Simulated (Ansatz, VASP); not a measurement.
Two plane-wave programs on SiO2

INCAR

```
SYSTEM = SiO2
PREC = Accurate ; ENCUT = 520
EDIFF = 1E-8 ; ISMEAR = -1
SIGMA = 0.02 ; LREAL = .False.
LASPH = .True. ; NELM = 100
ALGO = Normal ; ISIF = 2
LWAVE = .False. ; LCHARG = .False.
GGA = PE ; LEFG = .True.
NBANDS = 44
```

KPOINTS

```
regular mesh
0
Gamma
  5 5 4
  0 0 0
```

Contents of POSCAR:

```
SiO2
1.0
    4.9877000000      0.0000000000      0.0000000000
    0.0000000000      4.9877000000      0.0000000000
    0.0000000000      0.0000000000      6.9697000000
Si O
4 8
Direct
    0.2949000000      0.2949000000      0.0000000000
    0.2051000000      0.7949000000      0.2500000000
    0.7051000000      0.7051000000      0.5000000000
    0.7949000000      0.2051000000      0.7500000000
    0.2416000000      0.0968000000      0.1747000000
    0.4032000000      0.7416000000      0.4247000000
    0.7584000000      0.9032000000      0.6747000000
    0.5968000000      0.2584000000      0.9247000000
    0.7416000000      0.4032000000      0.5753000000
    0.9032000000      0.7584000000      0.3253000000
    0.2584000000      0.5968000000      0.0753000000
    0.0968000000      0.2416000000      0.8253000000
```

Input for Ansatz:

```yaml
crystal:
  lattice:
    - [4.9877, 0.0, 0.0]
    - [0.0, 4.9877, 0.0]
    - [0.0, 0.0, 6.9697]
  atoms:
    - { symbol: Si, position: [0.2949, 0.2949, 0.0] }
    - { symbol: Si, position: [0.2051, 0.7949, 0.25] }
    - { symbol: Si, position: [0.7051, 0.7051, 0.5] }
    - { symbol: Si, position: [0.7949, 0.2051, 0.75] }
    - { symbol: O, position: [0.2416, 0.0968, 0.1747] }
    - { symbol: O, position: [0.4032, 0.7416, 0.4247] }
    - { symbol: O, position: [0.7584, 0.9032, 0.6747] }
    - { symbol: O, position: [0.5968, 0.2584, 0.9247] }
    - { symbol: O, position: [0.7416, 0.4032, 0.5753] }
    - { symbol: O, position: [0.9032, 0.7584, 0.3253] }
    - { symbol: O, position: [0.2584, 0.5968, 0.0753] }
    - { symbol: O, position: [0.0968, 0.2416, 0.8253] }
kpoints:
  mp_grid: { grid: [5, 5, 4] }
scf:
  occupations: { method: fermi_dirac, width: 0.02 }
hamiltonian:
  xc: pbe
  pseudopotentials: { kind: paw, frozen_core: stored }
output:
  forces: true
  stress: true
  populations: true
  efg: { quadrupole_moments_barn: { O: -0.02558 } }
  write_density: true
  write_potential: true
  elf: true
  volumetric_format: npy
```

Alike in both runs: task electric field gradients; functional PBE; k mesh 5 × 5 × 4; occupations fermi-dirac, width 0.02 eV; no spin polarisation.

|  | VASP | Ansatz |
| --- | --- | --- |
| version | VASP 6.6.1 | Ansatz 0.2.0 |
| potentials or method | VASP PAW PBE potentials, release 64 (Si, O) | plane-wave PAW, scalar-relativistic |
| plane-wave cutoff (eV) | 520 | 420 |
| valence electrons in the cell | 64 | 64 |

|  | VASP | Ansatz | Ansatz less VASP |
| --- | --- | --- | --- |
| gap on the k mesh at the Fermi level (eV) | 5.81 | 5.81 | -0.002 |
| pressure (GPa) | 9.1 | 9.0 | -0.14 |
| traceless stress, the component that is largest in VASP (GPa) | 1.29 | 1.30 | +0.008 |
| rms of the force components (eV/Å) | 0.361 | 0.357 | -0.0046 |
| size of Vzz on the site where it differs most (V/Å²) | 85.6 | 93.4 | +7.76 |

Atom by atom the forces differ by 0.011 eV/Å (rms over components).
